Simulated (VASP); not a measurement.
# Mo in VASP: notebook

Mo is run at these levels: PBE; tasks: single point, relaxation of cell and atoms.

All numbers are computed with VASP 6.6.1; they aren't measurements. Logs are shortened: lines on timing, memory, paths and dates and some standing lists are left out, and cuts for length are marked.

## Step 1: The cell of the first run

Symmetry: Im-3m, No. 229, cubic system. Conventional cell: a = 3.161 Å, b = 3.161 Å, c = 3.161 Å, α = 90.00°, β = 90.00°, γ = 90.00°. Mo (site symmetry m-3m) has 14 Mo at 2.74 to 3.16 Å within 3.6 Å.

## Step 2: Single point, PBE

INCAR reads:

```
SYSTEM = Mo
PREC = Accurate
ENCUT = 520
EDIFF = 1E-6
ISMEAR = 0
SIGMA = 0.1
LREAL = .FALSE.
LASPH = .TRUE.
NELM = 80
ALGO = Fast
ISIF = 2
LWAVE = .FALSE.
LCHARG = .FALSE.
GGA = PE
NBANDS = 13
```

KPOINTS reads:

```
regular mesh
0
G
  24 24 24
  0 0 0
```

POSCAR reads:

```
Mo
1.0
   -1.5804683108      1.5804683108      1.5804683108
    1.5804683108     -1.5804683108      1.5804683108
    1.5804683108      1.5804683108     -1.5804683108
Mo
1
Direct
    0.0000000000      0.0000000000      0.0000000000
```

Potentials or basis: VASP PAW PBE potentials, release 64 (Mo_sv).

On the command line:

```sh
$ cat potpaw_PBE.64/Mo_sv/POTCAR > POTCAR
$ mpirun -np 1 vasp_std > vasp.out
```

OUTCAR:

```text
SYSTEM = Mo
   PREC = Accurate
   ENCUT = 520
   EDIFF = 1E-6
   ISMEAR = 0
   LREAL = .FALSE.
   LASPH = .TRUE.
   NELM = 80
   ISIF = 2
   GGA = PE

 ion  position               nearest neighbor table
   1  0.000  0.000  0.000-

  LATTYP: Found a body centered cubic cell.
 ALAT       =     3.1609366216

  Lattice vectors:

 A1 = (  -1.5804683108,   1.5804683108,   1.5804683108)
 A2 = (   1.5804683108,  -1.5804683108,   1.5804683108)
 A3 = (   1.5804683108,   1.5804683108,  -1.5804683108)

Analysis of symmetry for initial positions (statically):
=====================================================================
 Subroutine PRICEL returns:
 Original cell was already a primitive cell.

 Routine SETGRP: Setting up the symmetry group for a
 body centered cubic supercell.

 Subroutine GETGRP returns: Found 48 space group operations
 (whereof 48 operations were pure point group operations)
 out of a pool of 48 trial point group operations.

The static configuration has the point symmetry O_h .

Analysis of symmetry for dynamics (positions and initial velocities):
=====================================================================
 Subroutine PRICEL returns:
 Original cell was already a primitive cell.

 Routine SETGRP: Setting up the symmetry group for a
 body centered cubic supercell.

 Subroutine GETGRP returns: Found 48 space group operations
 (whereof 48 operations were pure point group operations)
 out of a pool of 48 trial point group operations.

The dynamic configuration has the point symmetry O_h .

 Subroutine INISYM returns: Found 48 space group operations
 (whereof 48 operations are pure point group operations),
 and found     1 'primitive' translations

----------------------------------------------------------------------------------------

                                     Primitive cell

  volume of cell :      15.7913

  direct lattice vectors                    reciprocal lattice vectors
    -1.580468311  1.580468311  1.580468311     0.000000000  0.316361927  0.316361927
     1.580468311 -1.580468311  1.580468311     0.316361927  0.000000000  0.316361927
     1.580468311  1.580468311 -1.580468311     0.316361927  0.316361927  0.000000000

  length of vectors
     2.737451414  2.737451414  2.737451414     0.447403327  0.447403327  0.447403327

  position of ions in fractional coordinates (direct lattice)
     0.000000000  0.000000000  0.000000000

  ion indices of the primitive-cell ions
   primitive index   ion index
                 1           1

----------------------------------------------------------------------------------------

 KPOINTS: regular mesh

Automatic generation of k-mesh.
 Grid dimensions read from file:
 generate k-points for:   24   24   24

 Generating k-lattice:

  Cartesian coordinates                     Fractional coordinates (reciprocal lattice)
     0.000000000  0.013181747  0.013181747     0.041666667  0.000000000  0.000000000
     0.013181747  0.000000000  0.013181747     0.000000000  0.041666667  0.000000000
     0.013181747  0.013181747  0.000000000     0.000000000  0.000000000  0.041666667

  Length of vectors
     0.018641805  0.018641805  0.018641805

  Shift w.r.t. Gamma in fractional coordinates (k-lattice)
     0.000000000  0.000000000  0.000000000

 Subroutine IBZKPT returns following result:
 ===========================================

 Found    413 irreducible k-points:

 Following reciprocal coordinates:
            Coordinates               Weight
  0.000000  0.000000  0.000000      1.000000
  0.041667  0.000000  0.000000     12.000000
  0.083333  0.000000  0.000000     12.000000
  0.125000  0.000000  0.000000     12.000000
  0.166667  0.000000  0.000000     12.000000
  0.208333  0.000000  0.000000     12.000000
[... 16 lines left out ...]
  0.416667  0.041667  0.000000     48.000000
  0.458333  0.041667  0.000000     48.000000
 [... further k-points ...]
   k-points           NKPTS =    413   k-points in BZ     NKDIM =    413   number of bands    NBANDS=     13
   number of dos      NEDOS =    301   number of ions     NIONS =      1
   total plane-waves  NPLWV =   8000
   dimension x,y,z NGX =    20 NGY =   20 NGZ =   20
   dimension x,y,z NGXF=    40 NGYF=   40 NGZF=   40
   ions per type =               1
   NGX,Y,Z   is equivalent  to a cutoff of  12.15, 12.15, 12.15 a.u.
   NGXF,Y,Z  is equivalent  to a cutoff of  24.29, 24.29, 24.29 a.u.
 SYSTEM =  Mo
   PREC   = accura    normal or accurate (medium, high low for compatibility)
   ISTART =      0    job   : 0-new  1-cont  2-samecut
   ICHARG =      2    charge: 1-file 2-atom 10-const
   ISPIN  =      1    spin polarized calculation?
   LNONCOLLINEAR =      F non collinear calculations
   LSORBIT =      F    spin-orbit coupling
   LASPH  =      T    aspherical Exc in radial PAW
   ENCUT  =  520.0 eV  38.22 Ry    6.18 a.u.   5.09  5.09  5.09*2*pi/ulx,y,z
   NELM   =     80;   NELMIN=  2; NELMDL= -5     # of ELM steps
   EDIFF  = 0.1E-05   stopping-criterion for ELM
   LREAL  =      F    real-space projection
   EDIFFG = 0.1E-04   stopping-criterion for IOM
   NSW    =      0    number of steps for IOM
   IBRION =     -1    ionic relax: 0-MD 1-quasi-New 2-CG
   NFREE  =      0    steps in history (QN), initial steepest desc. (CG)
   ISIF   =      2    stress and relaxation
   ISYM   =      2    0-nonsym 1-usesym 2-fastsym
   POTIM  = 0.5000    time-step for ionic-motion
   TEBEG  =    0.0;   TEEND  =   0.0 temperature during run
   PSTRESS=    0.0 pullay stress
   NELECT =      14.0000    total number of electrons
   NUPDOWN=      -1.0000    fix difference up-down
   EMIN   =  10.00;   EMAX   =-10.00  energy-range for DOS
   EFERMI =   0.00;   METHOD = LEGACY
   ISMEAR =     0;   SIGMA  =   0.10  broadening in eV -4-tet -1-fermi 0-gaus
   EFERMI_NEDOS =   21; number of points for ismear=-14 and -15
   IALGO  =     68    algorithm
   IMIX   =      4    mixing-type and parameters
     AMIX     =   0.40;   BMIX     =  1.00
     AMIX_MAG =   1.60;   BMIX_MAG =  1.00
  volume/ion in A,a.u.               =      15.79       106.56
  Fermi-wavevector in a.u.,A,eV,Ry     =   1.572697  2.971966 33.652321  2.473376
  Thomas-Fermi vector in A             =   2.674092
   LORBIT       =      0    0 simple, 1 ext, 2 COOP (PROOUT), +10 PAW based schemes
   GGA     = PE    functional components
   LHFCALC =     F    Hartree Fock is set to
   AEXX    =    0.0000 exact exchange contribution
   IVDW    =     0    specifies the selected vdW correction
   LEPSILON=     F    determine dielectric tensor
   LRPA    =     F    only Hartree local field effects (RPA)
 non-spin polarized calculation
 RMM-DIIS sequential band-by-band and
 Gauss-broadening in eV      SIGMA  =   0.10
  energy-cutoff  :      520.00
  volume of cell :       15.79
 maximum number of plane-waves:       438
   NGX = 11   NGY = 11   NGZ = 11

 number of electron      14.0000004 magnetization

 Free energy of the ion-electron system (eV)
  ---------------------------------------------------
  ext. energy  EPLUGINS =         0.00000000
  ---------------------------------------------------
  free energy    TOTEN  =       -10.93658114 eV

  energy without entropy =      -10.93291857  energy(sigma->0) =      -10.93474986

 E-fermi :  12.4768     XC(G=0): -13.3336

 val. band max:       12.4759049020   @ k =   0.4167   0.1250   0.0417
 cond. band min:      12.4815298699   @ k =   0.3750   0.0833  -0.0000
 fundamental gap:      0.0056249679
 Fermi energy:        12.4768336843

 k-point     1 :       0.0000    0.0000    0.0000
  band No.  band energies     occupation
      1     -48.8515      2.00000
      2     -22.1407      2.00000
      3     -22.1407      2.00000
      4     -22.1407      2.00000
      5       5.2285      2.00000
      6      11.0845      2.00000
      7      11.0845      2.00000
      8      11.0845      2.00000
      9      14.0730      0.00000
     10      14.0730      0.00000
     11      27.2473      0.00000
     12      27.2473      0.00000
     13      27.2473      0.00000

 k-point     2 :       0.0417    0.0000    0.0000
  band No.  band energies     occupation
      1     -48.8473      2.00000
      2     -22.1655      2.00000
      3     -22.1484      2.00000
      4     -22.1409      2.00000
      5       5.3051      2.00000
      6      11.0411      2.00000
      7      11.0781      2.00000
      8      11.1558      2.00000
      9      14.0070      0.00000
     10      14.0739      0.00000
     11      27.3058      0.00000
     12      27.3761      0.00000
     13      27.3998      0.00000

 k-point     3 :       0.0833    0.0000    0.0000
  band No.  band energies     occupation
      1     -48.8348      2.00000
      2     -22.2376      2.00000
      3     -22.1707      2.00000
      4     -22.1414      2.00000
      5       5.5292      2.00000
      6      10.9167      2.00000
      7      11.0529      2.00000
      8      11.3680      2.00000
      9      13.8395      0.00000
     10      14.0786      0.00000
     11      27.4621      0.00000
     12      27.7560      0.00000
     13      27.8127      0.00000
[... 305 lines left out ...]
 k-point    23 :       0.4167    0.0417    0.0000
  band No.  band energies     occupation
      1     -48.6061      2.00000
      2     -23.4417      2.00000
      3     -22.5639      2.00000
      4     -22.1609      2.00000
      5       7.2825      2.00000
      6       9.1537      2.00000
      7      13.2058      0.00000
      8      14.1301      0.00000
      9      14.8112      0.00000
     10      16.8651      0.00000
     11      24.3588      0.00000
     12      24.7263      0.00000
     13      30.1011      0.00000

 k-point    24 :       0.4583    0.0417    0.0000
  band No.  band energies     occupation
      1     -48.5974      2.00000
      2     -23.4839      2.00000
      3     -22.5784      2.00000
      4     -22.1614      2.00000
      5       7.2267      2.00000
      6       9.0992      2.00000
      7      13.6073      0.00000
      8      14.0908      0.00000
      9      14.9246      0.00000
     10      17.2008      0.00000
     11      23.9250      0.00000
     12      24.5001      0.00000
     13      29.6077      0.00000

 [... further k-points ...]

------------------------ aborting loop because EDIFF is reached ----------------------------------------

  FORCE on cell =-STRESS in cart. coord.  units (eV):
  Direction    XX          YY          ZZ          XY          YZ          ZX
  --------------------------------------------------------------------------------------
  -------------------------------------------------------------------------------------
  Total        0.0532143      0.0532143      0.0532143      0.0000000      0.0000000      0.0000000
  in kB        5.3991049      5.3991049      5.3991049      0.0000000      0.0000000      0.0000000
  external PRESSURE =       5.3991049 kB  Pullay stress =       0.0000000 kB

 VOLUME and BASIS-vectors are now :
 -----------------------------------------------------------------------------
  energy-cutoff  :      520.00
  volume of cell :       15.79
      direct lattice vectors                 reciprocal lattice vectors
    -1.580468311  1.580468311  1.580468311     0.000000000  0.316361927  0.316361927
     1.580468311 -1.580468311  1.580468311     0.316361927  0.000000000  0.316361927
     1.580468311  1.580468311 -1.580468311     0.316361927  0.316361927  0.000000000

 POSITION                                       TOTAL-FORCE (eV/Angst)
 -----------------------------------------------------------------------------------
      0.00000      0.00000      0.00000        -0.000000     -0.000000     -0.000000
 -----------------------------------------------------------------------------------
    total drift:                                0.000000     -0.000000      0.000000

  FREE ENERGIE OF THE ION-ELECTRON SYSTEM (eV)
  ---------------------------------------------------
  free  energy   TOTEN  =       -10.9365811402 eV

  energy  without entropy=      -10.9329185725  energy(sigma->0) =      -10.93474986
```

It took 23 s on 1 thread of Intel Xeon 6975P-C (Granite Rapids), shared host; peak memory 0.18 GiB.

Results:

```
Free energy            : -10.9366 eV
Pressure               : 0.5 GPa
Band gap on the k mesh : zero (bands 7 and 8 overlap by 5.27 eV)
```

Levels at points of the mesh, in eV from the Fermi level:
| k point | band 3 | band 4 | band 5 | band 6 | band 7 | band 8 | band 9 | band 10 | band 11 | band 12 |
| --- | --- | --- | --- | --- | --- | --- | --- | --- | --- | --- |
| (0.00, 0.00, 0.00) | -34.62 | -34.62 | -7.25 | -1.39 | -1.39 | -1.39 | 1.60 | 1.60 | 14.77 | 14.77 |
| (0.50, 0.00, 0.00) | -35.05 | -34.63 | -5.31 | -3.40 | 1.54 | 1.62 | 2.24 | 4.62 | 11.44 | 11.89 |
| (0.50, 0.50, 0.50) | -35.55 | -35.55 | -5.41 | -5.41 | 3.87 | 3.87 | 3.87 | 8.94 | 8.94 | 8.94 |

## Step 3: Single point, PBE

This run uses another cell than the first one: it holds 8 atoms, not 1.

INCAR reads:

```
PREC     = Accurate       # precision mode
ENCUT    = 520            # plane-wave cutoff, eV
EDIFF    = 1E-6           # SCF threshold, eV
ISMEAR   = 0              # smearing method
SIGMA    = 0.1            # smearing width, eV
LREAL    = False          # projectors in reciprocal space
LASPH    = True           # aspherical terms in the spheres
NELM     = 80             # most SCF steps
ALGO     = Fast           # electronic algorithm
ISIF     = 2              # what is computed and relaxed
LWAVE    = False          # write WAVECAR
LCHARG   = False          # write CHGCAR
GGA      = PE             # functional
NBANDS   = 66             # bands
```

KPOINTS reads:

```
Automatic mesh
0
Gamma
  4 4 4
```

POSCAR reads:

```
Mo
1.0
    4.3834735013     -3.1773229984      0.9945394808
    4.3834735013      3.1773229984      0.9945394808
   -0.9783660860      0.0000000000      4.3125416766
Mo
8
Direct
    0.8749998360      0.8749998360      0.2499996782
    0.1250001640      0.1250001640      0.7500003218
    0.3750004536      0.3750004536      0.2500003180
    0.6249995464      0.6249995464      0.7499996820
    0.8750003481      0.3749993639      0.2499998983
    0.6250006361      0.1249996519      0.7500001017
    0.1249996519      0.6250006361      0.7500001017
    0.3749993639      0.8750003481      0.2499998983
```

Potentials or basis: VASP PAW PBE potentials, release 64 (Mo_sv).

On the command line:

```sh
$ cat potpaw_PBE.64/Mo_sv/POTCAR > POTCAR
$ mpirun -np 1 vasp_std > vasp.out
```

It took 2.3 min on 1 thread of Intel Xeon 6975P-C (Granite Rapids), shared host; peak memory 0.33 GiB.

Results (log left out):

```yaml
Free_energy: -87.4975 eV
Pressure: 0.5 GPa
Band_gap_on_the_k_mesh: zero (bands 56 and 57 overlap by 1.83 eV)
```

Levels at points of the mesh, in eV from the Fermi level:
```csv
k point,band 54,band 55,band 56,band 57,band 58,band 59
"(0.00, 0.00, 0.00)",-1.20,1.27,1.27,1.27,1.27,1.54
"(0.50, 0.00, 0.00)",-1.41,-0.60,-0.60,0.73,0.73,0.78
"(0.00, 0.50, 0.00)",-1.41,-0.60,-0.60,0.73,0.73,0.78
"(0.50, 0.50, 0.00)",-0.78,-0.54,-0.54,-0.53,-0.53,0.37
"(0.00, 0.00, 0.50)",0.34,1.00,1.00,1.12,1.12,1.61
"(0.50, 0.00, 0.50)",-1.69,-1.69,-1.69,0.85,0.85,0.85
"(0.00, 0.50, 0.50)",-1.69,-1.69,-1.69,0.85,0.85,0.85
"(0.50, 0.50, 0.50)",-0.62,-0.62,-0.62,-0.56,-0.56,-0.56
```

## Step 4: Relaxation of cell and atoms, PBE

INCAR reads:

```
ALGO = Normal ; EDIFF = 1E-6
EDIFFG = -0.01 ; ENCUT = 600
GGA = PE ; IBRION = 2
ISIF = 3 ; ISMEAR = 0
LASPH = True ; LCHARG = False
LREAL = False ; LWAVE = False
NELM = 60 ; NSW = 100
PREC = Accurate ; SIGMA = 0.1
```

KPOINTS reads:

```
k-points
0
Gamma
  24 24 24
```

POSCAR reads:

```
Mo
1.0
   -1.5804683108      1.5804683108      1.5804683108
    1.5804683108     -1.5804683108      1.5804683108
    1.5804683108      1.5804683108     -1.5804683108
Mo
1
Direct
    0.0000000000      0.0000000000      0.0000000000
```

Potentials or basis: VASP PAW PBE potentials, release 64 (Mo_sv).

On the command line:

```sh
$ cat potpaw_PBE.64/Mo_sv/POTCAR > POTCAR
$ mpirun -np 1 vasp_std > vasp.out
```

OUTCAR:

```text
EDIFF = 1E-6
   EDIFFG = -0.01
   ENCUT = 600
   GGA = PE
   IBRION = 2
   ISIF = 3
   ISMEAR = 0
   LASPH = True
   LREAL = False
   NELM = 60
   NSW = 100
   PREC = Accurate

 ion  position               nearest neighbor table
   1  0.000  0.000  0.000-

  LATTYP: Found a body centered cubic cell.
 ALAT       =     3.1609366216

  Lattice vectors:

 A1 = (  -1.5804683108,   1.5804683108,   1.5804683108)
 A2 = (   1.5804683108,  -1.5804683108,   1.5804683108)
 A3 = (   1.5804683108,   1.5804683108,  -1.5804683108)

Analysis of symmetry for initial positions (statically):
=====================================================================
 Subroutine PRICEL returns:
 Original cell was already a primitive cell.

 Routine SETGRP: Setting up the symmetry group for a
[... 258 lines left out ...]
      2     -22.1666      2.00000
      3     -22.1666      2.00000
      4     -22.1666      2.00000
      5       5.2111      2.00000
      6      11.0645      2.00000
      7      11.0645      2.00000
      8      11.0645      2.00000
      9      14.0479      0.00000
     10      14.0479      0.00000
     11      27.2229      0.00000
[... 309 lines left out ...]
 k-point    24 :       0.4583    0.0417    0.0000
  band No.  band energies     occupation
      1     -48.6209      2.00000
      2     -23.5036      2.00000
      3     -22.6025      2.00000
      4     -22.1870      2.00000
      5       7.2126      2.00000
      6       9.0831      2.00000
      7      13.5809      0.00000
      8      14.0650      0.00000
      9      14.8970      0.00000
     10      17.1684      0.00000
     11      23.8819      0.00000

 [... further k-points ...]

------------------------ aborting loop because EDIFF is reached ----------------------------------------

  FORCE on cell =-STRESS in cart. coord.  units (eV):
  Direction    XX          YY          ZZ          XY          YZ          ZX
  --------------------------------------------------------------------------------------
  -------------------------------------------------------------------------------------
  Total        0.0006533      0.0006533      0.0006533     -0.0000000     -0.0000000      0.0000000
  in kB        0.0661907      0.0661907      0.0661907     -0.0000000     -0.0000000      0.0000000
  external PRESSURE =       0.0661907 kB  Pullay stress =       0.0000000 kB
[... 16 lines left out ...]
  FREE ENERGIE OF THE ION-ELECTRON SYSTEM (eV)
  ---------------------------------------------------
  free  energy   TOTEN  =       -10.9367030532 eV

  energy  without entropy=      -10.9330358118  energy(sigma->0) =      -10.93486943

 reached required accuracy - stopping structural energy minimisation
```

It took 38 s on 1 thread of Intel Xeon 6975P-C (Granite Rapids), shared host; peak memory 0.21 GiB.

What came out:

```
Free energy                           : -10.9367 eV
Relaxed volume                        : 15.81 Å³/atom
Relaxed cell                          : a = 2.739 Å, b = 2.739 Å, c = 2.739 Å, α = 109.47°, β = 109.47°, γ = 109.47°
Space group after relaxing (to 0.1 Å) : Im-3m (No. 229)
Energy gained by relaxing             : 0.0 meV/atom
Ionic steps                           : 3
Pressure after relaxing               : 0.0 GPa
Band gap on the k mesh                : zero (bands 7 and 8 overlap by 5.26 eV)
```

Final structure:
```yaml
crystal:
  lattice:
    - [-1.58120, 1.58120, 1.58120]
    - [1.58120, -1.58120, 1.58120]
    - [1.58120, 1.58120, -1.58120]
  atoms:
    - { symbol: Mo, position: [0.00000, 0.00000, 0.00000] }
```

## Step 5: The runs side by side

| task | cell | k mesh | cutoff (eV) | gap on the mesh (eV) | pressure (GPa) |
| --- | --- | --- | --- | --- | --- |
| single point | a = 2.737 Å, angles 109.5°, 1 atom, atomic positions A | 24 × 24 × 24 | 520 | none | 0.5 |
| single point | a = 5.504, b = 5.504, c = 4.422 Å, angles 90.0, 90.0, 70.5°, 8 atoms, atomic positions B | 4 × 4 × 4 | 520 | none | 0.5 |
| relaxation of cell and atoms | relaxed from a = 2.737 Å, angles 109.5°, 1 atom, atomic positions A | 24 × 24 × 24 | 600 | none | 0.0 |

Alike in all rows: level PBE; potentials or basis VASP PAW PBE potentials, release 64 (Mo_sv); no spin polarisation; smearing gaussian 0.1 eV.

Total energies depend on the potentials used, so only differences within one code and one set of settings carry meaning.

The gap in the log of VASP goes by the Fermi energy; the results here count the filled bands.